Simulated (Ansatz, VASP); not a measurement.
**AlRu: VASP beside Ansatz**

```xyz
2
Lattice="3.0491 0.0000 0.0000 0.0000 3.0491 0.0000 0.0000 0.0000 2.9590" Properties=species:S:1:pos:R:3 pbc="T T T"
Al    0.0000    0.0000    0.0000
Ru    1.5246    1.5246    1.4795
```

Change from the starting cell: strain +0.015 along x and y, -0.015 along z, atoms carried along.

Alike in both runs: task single point; functional PBE; k mesh 20 × 20 × 20; occupations gaussian, width 0.15 eV; no spin polarisation.

|  | VASP | Ansatz |
| --- | --- | --- |
| version | VASP 6.6.1 | Ansatz 0.2.0 |
| potentials or method | VASP PAW PBE potentials, release 64 (Al, Ru_pv), cutoff 520 eV | scalar-relativistic, plane waves, PAW |
| valence electrons in the cell | 17 | 19 |

```csv
,VASP,Ansatz,Ansatz less VASP
gap on the k mesh at the Fermi level (eV),none,none,-
pressure (GPa),-2.9,-2.8,+0.06
"traceless stress, the component that is largest in VASP (GPa)",3.29,3.28,-0.014
```

A gap of «none» marks a metal or a gap that the smearing closes. The functional is the same, so the differences come from potentials, cutoffs and numerics. VASP's potentials hold 17 valence electrons a cell and Ansatz's 19, so a difference there can come from the potentials and not from the codes.
